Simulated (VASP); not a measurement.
# KCl in VASP: notebook

Runs on KCl. Level: LDA. Tasks: electric field gradients.

Everything below comes from runs of VASP 6.6.1. Logs are shortened: lines on timing, memory, paths and dates and some standing lists are left out, and cuts for length are marked.

## (1) The cell of the first run

It takes space group I4/mmm (No. 139, tetragonal). Conventional cell: a = 4.419 Å, b = 4.419 Å, c = 6.312 Å, α = 90.00°, β = 90.00°, γ = 90.00°. Within 4.1 Å of K (site symmetry 4/mmm) lie 6 Cl at 3.12 to 3.16 Å. Cl (site symmetry 4/mmm) has 6 K at 3.12 to 3.16 Å within 4.1 Å.

## (2) Electric field gradients, LDA (equal xx and yy strain of -1 %)

File INCAR:

```
  PREC = Accurate
  ENCUT = 520
  EDIFF = 1E-8
  ISMEAR = -1
  SIGMA = 0.03
  LREAL = False
  LASPH = True
  NELM = 60
  ALGO = Normal
  ISIF = 2
  LWAVE = False
  LCHARG = False
  GGA = CA
  LEFG = True
  NBANDS = 15
```

File KPOINTS:

```
Automatic mesh
0
Gamma
  7 7 7
```

File POSCAR:

```
KCl
1.0
    0.0000000000      3.1245390000      3.1561000000
    3.1245390000      0.0000000000      3.1561000000
    3.1245390000      3.1245390000      0.0000000000
K Cl
1 1
Direct
    0.0000000000      0.0000000000      0.0000000000
    0.5000000000      0.5000000000      0.5000000000
```

Potentials or basis: VASP PAW LDA potentials, release 64 (K_sv, Cl).

Command:

```sh
cat potpaw_LDA.64/K_sv/POTCAR potpaw_LDA.64/Cl/POTCAR > POTCAR
mpirun -np 1 vasp_std > vasp.out
```

OUTCAR:

```text
PREC = Accurate
   ENCUT = 520
   EDIFF = 1E-8
   ISMEAR = -1
   LREAL = False
   LASPH = True
   NELM = 60
   ISIF = 2
   GGA = CA

 ion  position               nearest neighbor table
   1  0.000  0.000  0.000-   2 3.12   2 3.12   2 3.12   2 3.12   2 3.16   2 3.16
   2  0.500  0.500  0.500-   1 3.12   1 3.12   1 3.12   1 3.12   1 3.16   1 3.16

  LATTYP: Found a body centered tetragonal cell.
 ALAT       =     4.4187654300
 C/A-ratio  =     1.4284985479

  Lattice vectors:

 A1 = (  -3.1245390000,   0.0000000000,   3.1561000000)
 A2 = (   3.1245390000,   0.0000000000,   3.1561000000)
 A3 = (   0.0000000000,   3.1245390000,  -3.1561000000)

Analysis of symmetry for initial positions (statically):
=====================================================================
 Subroutine PRICEL returns:
 Original cell was already a primitive cell.

 Routine SETGRP: Setting up the symmetry group for a
 body centered tetragonal supercell.

 Subroutine GETGRP returns: Found 16 space group operations
 (whereof 16 operations were pure point group operations)
 out of a pool of 16 trial point group operations.

The static configuration has the point symmetry D_4h.

Analysis of symmetry for dynamics (positions and initial velocities):
=====================================================================
 Subroutine PRICEL returns:
 Original cell was already a primitive cell.

 Routine SETGRP: Setting up the symmetry group for a
 body centered tetragonal supercell.

 Subroutine GETGRP returns: Found 16 space group operations
 (whereof 16 operations were pure point group operations)
 out of a pool of 16 trial point group operations.

The dynamic configuration has the point symmetry D_4h.

 Subroutine INISYM returns: Found 16 space group operations
 (whereof 16 operations are pure point group operations),
 and found     1 'primitive' translations

----------------------------------------------------------------------------------------

                                     Primitive cell

  volume of cell :      61.6244

  direct lattice vectors                    reciprocal lattice vectors
     0.000000000  3.124539000  3.156100000    -0.160023607  0.160023607  0.158423371
     3.124539000  0.000000000  3.156100000     0.160023607 -0.160023607  0.158423371
     3.124539000  3.124539000  0.000000000     0.160023607  0.160023607 -0.158423371

  length of vectors
     4.441138500  4.441138500  4.418765430     0.276248210  0.276248210  0.276248210

  position of ions in fractional coordinates (direct lattice)
     0.000000000  0.000000000  0.000000000
     0.500000000  0.500000000  0.500000000

  ion indices of the primitive-cell ions
   primitive index   ion index
                 1           1
                 2           2

----------------------------------------------------------------------------------------

 KPOINTS: Automatic mesh

Automatic generation of k-mesh.
 Grid dimensions read from file:
 generate k-points for:    7    7    7

 Generating k-lattice:

  Cartesian coordinates                     Fractional coordinates (reciprocal lattice)
    -0.022860515  0.022860515  0.022631910     0.142857143  0.000000000  0.000000000
     0.022860515 -0.022860515  0.022631910     0.000000000  0.142857143  0.000000000
     0.022860515  0.022860515 -0.022631910     0.000000000  0.000000000  0.142857143

  Length of vectors
     0.039464030  0.039464030  0.039464030

  Shift w.r.t. Gamma in fractional coordinates (k-lattice)
     0.000000000  0.000000000  0.000000000

[... 35 lines left out ...]
   dimension x,y,z NGX =    36 NGY =   36 NGZ =   36
   dimension x,y,z NGXF=    72 NGYF=   72 NGZF=   72
   ions per type =               1   1
   NGX,Y,Z   is equivalent  to a cutoff of  13.48, 13.48, 13.54 a.u.
   NGXF,Y,Z  is equivalent  to a cutoff of  26.95, 26.95, 27.09 a.u.
 SYSTEM =  unknown system
   PREC   = accura    normal or accurate (medium, high low for compatibility)
   ISTART =      0    job   : 0-new  1-cont  2-samecut
   ICHARG =      2    charge: 1-file 2-atom 10-const
   ISPIN  =      1    spin polarized calculation?
   LNONCOLLINEAR =      F non collinear calculations
   LSORBIT =      F    spin-orbit coupling
   LASPH  =      T    aspherical Exc in radial PAW
   ENCUT  =  520.0 eV  38.22 Ry    6.18 a.u.   8.26  8.26  8.22*2*pi/ulx,y,z
   NELM   =     60;   NELMIN=  2; NELMDL= -5     # of ELM steps
   EDIFF  = 0.1E-07   stopping-criterion for ELM
   LREAL  =      F    real-space projection
   EDIFFG = 0.1E-06   stopping-criterion for IOM
   NSW    =      0    number of steps for IOM
   IBRION =     -1    ionic relax: 0-MD 1-quasi-New 2-CG
   NFREE  =      0    steps in history (QN), initial steepest desc. (CG)
   ISIF   =      2    stress and relaxation
   ISYM   =      2    0-nonsym 1-usesym 2-fastsym
   POTIM  = 0.5000    time-step for ionic-motion
   TEBEG  =    0.0;   TEEND  =   0.0 temperature during run
   PSTRESS=    0.0 pullay stress
   NELECT =      16.0000    total number of electrons
   NUPDOWN=      -1.0000    fix difference up-down
   EMIN   =  10.00;   EMAX   =-10.00  energy-range for DOS
   EFERMI =   0.00;   METHOD = LEGACY
   ISMEAR =    -1;   SIGMA  =   0.03  broadening in eV -4-tet -1-fermi 0-gaus
   EFERMI_NEDOS =   21; number of points for ismear=-14 and -15
   IALGO  =     38    algorithm
   IMIX   =      4    mixing-type and parameters
     AMIX     =   0.40;   BMIX     =  1.00
     AMIX_MAG =   1.60;   BMIX_MAG =  1.00
  volume/ion in A,a.u.               =      30.81       207.93
  Fermi-wavevector in a.u.,A,eV,Ry     =   1.044393  1.973617 14.840646  1.090757
  Thomas-Fermi vector in A             =   2.179144
   LORBIT       =      0    0 simple, 1 ext, 2 COOP (PROOUT), +10 PAW based schemes
   GGA     = CA    functional components
   LHFCALC =     F    Hartree Fock is set to
   AEXX    =    0.0000 exact exchange contribution
   IVDW    =     0    specifies the selected vdW correction
   LEPSILON=     F    determine dielectric tensor
   LRPA    =     F    only Hartree local field effects (RPA)
 non-spin polarized calculation
  energy-cutoff  :      520.00
  volume of cell :       61.62
 maximum number of plane-waves:      1676
 NGX is ok and might be reduce to    36
   NGX = 17   NGY = 17   NGZ = 17

 number of electron      16.0000000 magnetization

 Free energy of the ion-electron system (eV)
  ---------------------------------------------------
  ext. energy  EPLUGINS =         0.00000000
  ---------------------------------------------------
  free energy    TOTEN  =        -7.37699790 eV

  energy without entropy =       -7.37699790  energy(sigma->0) =       -7.37699790

 E-fermi :  -1.3861     XC(G=0):  -8.1556

 val. band max:       -2.0364601286   @ k =   0.0000   0.0000   0.0000
 cond. band min:       2.7442733161   @ k =   0.0000   0.0000   0.0000
 fundamental gap:      4.7807334447
 Fermi energy:        -1.3861109312

 k-point     1 :       0.0000    0.0000    0.0000
  band No.  band energies     occupation
      1     -28.8445      2.00000
      2     -14.0778      2.00000
      3     -12.5432      2.00000
      4     -12.5432      2.00000
      5     -12.5423      2.00000
      6      -2.0435      2.00000
      7      -2.0365      2.00000
      8      -2.0365      2.00000
      9       2.7443      0.00000
     10       6.0076      0.00000
     11       6.0732      0.00000
     12       6.0732      0.00000
     13       6.9666      0.00000
     14       7.0165      0.00000
[... 401 lines left out ...]
      2     -14.1590      2.00000
      3     -12.6155      2.00000
      4     -12.5885      2.00000
      5     -12.4023      2.00000
      6      -2.8959      2.00000
      7      -2.4643      2.00000
      8      -2.3940      2.00000
      9       5.4151      0.00000
     10       5.8269      0.00000
     11       7.5176      0.00000
     12       8.0488      0.00000
     13       8.6117      0.00000
     14       9.1833      0.00000
     15       9.6787      0.00000

 [... further k-points ...]

------------------------ aborting loop because EDIFF is reached ----------------------------------------

  FORCE on cell =-STRESS in cart. coord.  units (eV):
  Direction    XX          YY          ZZ          XY          YZ          ZX
  --------------------------------------------------------------------------------------
  -------------------------------------------------------------------------------------
  Total       -0.6353752     -0.6353752     -0.7535306      0.0000000      0.0000000     -0.0000000
  in kB      -16.5191696    -16.5191696    -19.5910992      0.0000000      0.0000000     -0.0000000
  external PRESSURE =     -17.5431461 kB  Pullay stress =       0.0000000 kB

 VOLUME and BASIS-vectors are now :
 -----------------------------------------------------------------------------
  energy-cutoff  :      520.00
  volume of cell :       61.62
      direct lattice vectors                 reciprocal lattice vectors
     0.000000000  3.124539000  3.156100000    -0.160023607  0.160023607  0.158423371
     3.124539000  0.000000000  3.156100000     0.160023607 -0.160023607  0.158423371
     3.124539000  3.124539000  0.000000000     0.160023607  0.160023607 -0.158423371

 POSITION                                       TOTAL-FORCE (eV/Angst)
 -----------------------------------------------------------------------------------
      0.00000      0.00000      0.00000         0.000000     -0.000000      0.000000
      3.12454      3.12454      3.15610        -0.000000      0.000000      0.000000
 -----------------------------------------------------------------------------------
    total drift:                                0.000000      0.000000      0.000000

  FREE ENERGIE OF THE ION-ELECTRON SYSTEM (eV)
  ---------------------------------------------------
  free  energy   TOTEN  =        -7.3769979000 eV

  energy  without entropy=       -7.3769979000  energy(sigma->0) =       -7.37699790

 Electric field gradients (V/A^2)
---------------------------------------------------------------------
 ion       V_xx      V_yy      V_zz      V_xy      V_xz      V_yz
---------------------------------------------------------------------
   1      -0.969    -0.969     1.939    -0.000    -0.000    -0.000
   2      -0.567    -0.567     1.135    -0.001    -0.000    -0.000
---------------------------------------------------------------------

 Electric field gradients after diagonalization (V/A^2)
 (convention: |V_zz| > |V_xx| > |V_yy|)
----------------------------------------------------------------------
 ion       V_xx      V_yy      V_zz     asymmetry (V_yy - V_xx)/ V_zz
----------------------------------------------------------------------
   1      -0.970    -0.969     1.939       0.000
   2      -0.568    -0.567     1.135       0.001
----------------------------------------------------------------------

           NMR quadrupolar parameters

 Cq : quadrupolar parameter    Cq=e*Q*V_zz/h
 eta: asymmetry parameters     (V_yy - V_xx)/ V_zz
 Q  : nuclear electric quadrupole moment in mb (millibarn)
----------------------------------------------------------------------
 ion       Cq(MHz)       eta       Q (mb)
----------------------------------------------------------------------
   1       0.005       0.000       1.000
   2       0.003       0.001       1.000
----------------------------------------------------------------------
```

Wall time 83 s (1 thread of AMD EPYC, shared host); peak memory 0.15 GiB.

Results:

```yaml
Free_energy: -7.3770 eV
Pressure: -1.8 GPa
Band_gap_on_the_k_mesh: 4.78 eV, direct
```

Levels at points of the mesh, in eV from the valence-band top:
| k point | band 4 | band 5 | band 6 | band 7 | band 8 | band 9 | band 10 | band 11 | band 12 | band 13 |
| --- | --- | --- | --- | --- | --- | --- | --- | --- | --- | --- |
| (0.00, 0.00, 0.00) | -10.51 | -10.51 | -0.01 | 0.00 | 0.00 | 4.78 | 8.04 | 8.11 | 8.11 | 9.00 |

Electric field gradients, principal values (V/Å²):
```
atom   least  middle  greatest (by size)
 1 K  -0.969  -0.970               1.939
2 Cl  -0.567  -0.568               1.135
```

Caveat: the cell differs from its parent crystal (equal xx and yy strain of -1 %); without QUAD_EFG the Cq values of the log hold for a quadrupole moment of 1 mb, not for the nuclei.

## (3) Electric field gradients, LDA (equal xx and yy strain of +1 %)

File INCAR:

```
SYSTEM = KCl
PREC = Accurate
ENCUT = 520
EDIFF = 1E-8
ISMEAR = -1
SIGMA = 0.03
LREAL = .FALSE.
LASPH = .TRUE.
NELM = 60
ALGO = Normal
ISIF = 2
LWAVE = .FALSE.
LCHARG = .FALSE.
GGA = CA
LEFG = .TRUE.
NBANDS = 15
```

File KPOINTS:

```
Automatic mesh
0
G
  7 7 7
  0 0 0
```

File POSCAR:

```
KCl
1.0
    0.0000000000      3.1876610000      3.1561000000
    3.1876610000      0.0000000000      3.1561000000
    3.1876610000      3.1876610000      0.0000000000
K Cl
1 1
Direct
    0.0000000000      0.0000000000      0.0000000000
    0.5000000000      0.5000000000      0.5000000000
```

Potentials or basis: VASP PAW LDA potentials, release 64 (K_sv, Cl).

Command:

```sh
cat potpaw_LDA.64/K_sv/POTCAR potpaw_LDA.64/Cl/POTCAR > POTCAR
mpirun -np 1 vasp_std > vasp.out
```

OUTCAR:

```text
SYSTEM = KCl
   PREC = Accurate
   ENCUT = 520
   EDIFF = 1E-8
   ISMEAR = -1
   LREAL = .FALSE.
   LASPH = .TRUE.
   NELM = 60
   ISIF = 2
   GGA = CA

 ion  position               nearest neighbor table
   1  0.000  0.000  0.000-   2 3.16   2 3.16   2 3.19   2 3.19   2 3.19   2 3.19
   2  0.500  0.500  0.500-   1 3.16   1 3.16   1 3.19   1 3.19   1 3.19   1 3.19

  LATTYP: Found a body centered tetragonal cell.
 ALAT       =     4.5080334184
 C/A-ratio  =     1.4002114479

  Lattice vectors:

 A1 = (   0.0000000000,  -3.1876610000,  -3.1561000000)
 A2 = (   0.0000000000,   3.1876610000,  -3.1561000000)
 A3 = (   3.1876610000,   0.0000000000,   3.1561000000)

Analysis of symmetry for initial positions (statically):
=====================================================================
 Subroutine PRICEL returns:
 Original cell was already a primitive cell.

 Routine SETGRP: Setting up the symmetry group for a
[... 621 lines left out ...]
  energy-cutoff  :      520.00
  volume of cell :       64.14
      direct lattice vectors                 reciprocal lattice vectors
     0.000000000  3.187661000  3.156100000    -0.156854822  0.156854822  0.158423371
     3.187661000  0.000000000  3.156100000     0.156854822 -0.156854822  0.158423371
     3.187661000  3.187661000  0.000000000     0.156854822  0.156854822 -0.158423371

 POSITION                                       TOTAL-FORCE (eV/Angst)
 -----------------------------------------------------------------------------------
      0.00000      0.00000      0.00000         0.000000      0.000000      0.000000
      3.18766      3.18766      3.15610        -0.000000     -0.000000      0.000000
 -----------------------------------------------------------------------------------
    total drift:                                0.000000      0.000000      0.000000

  FREE ENERGIE OF THE ION-ELECTRON SYSTEM (eV)
  ---------------------------------------------------
  free  energy   TOTEN  =        -7.3457296874 eV

  energy  without entropy=       -7.3457296874  energy(sigma->0) =       -7.34572969

 Electric field gradients (V/A^2)
---------------------------------------------------------------------
 ion       V_xx      V_yy      V_zz      V_xy      V_xz      V_yz
---------------------------------------------------------------------
   1       0.910     0.910    -1.820    -0.000    -0.000    -0.000
   2       0.478     0.478    -0.955     0.000    -0.000    -0.000
---------------------------------------------------------------------

 Electric field gradients after diagonalization (V/A^2)
 (convention: |V_zz| > |V_xx| > |V_yy|)
----------------------------------------------------------------------
 ion       V_xx      V_yy      V_zz     asymmetry (V_yy - V_xx)/ V_zz
----------------------------------------------------------------------
   1       0.910     0.910    -1.820       0.000
   2       0.478     0.478    -0.955       0.000
----------------------------------------------------------------------

           NMR quadrupolar parameters

 Cq : quadrupolar parameter    Cq=e*Q*V_zz/h
 eta: asymmetry parameters     (V_yy - V_xx)/ V_zz
 Q  : nuclear electric quadrupole moment in mb (millibarn)
----------------------------------------------------------------------
 ion       Cq(MHz)       eta       Q (mb)
----------------------------------------------------------------------
   1      -0.004       0.000       1.000
   2      -0.002       0.000       1.000
----------------------------------------------------------------------
```

It took 86 s on 1 thread of AMD EPYC, shared host; peak memory 0.15 GiB.

What came out:

```yaml
Free_energy: -7.3457 eV
Pressure: -2.3 GPa
Band_gap_on_the_k_mesh: 4.65 eV, direct
```

Stress tensor (GPa, compression positive):
```
-2.37  0.00  0.00
 0.00 -2.37  0.00
 0.00  0.00 -2.13
```

Electric field gradients, principal values (V/Å²):
```
atom  least  middle  greatest (by size)
 1 K  0.910   0.910              -1.820
2 Cl  0.478   0.478              -0.955
```

Caveat: the cell differs from its parent crystal (equal xx and yy strain of +1 %); without QUAD_EFG the Cq values of the log hold for a quadrupole moment of 1 mb, not for the nuclei.

[end of part 1 of 2]
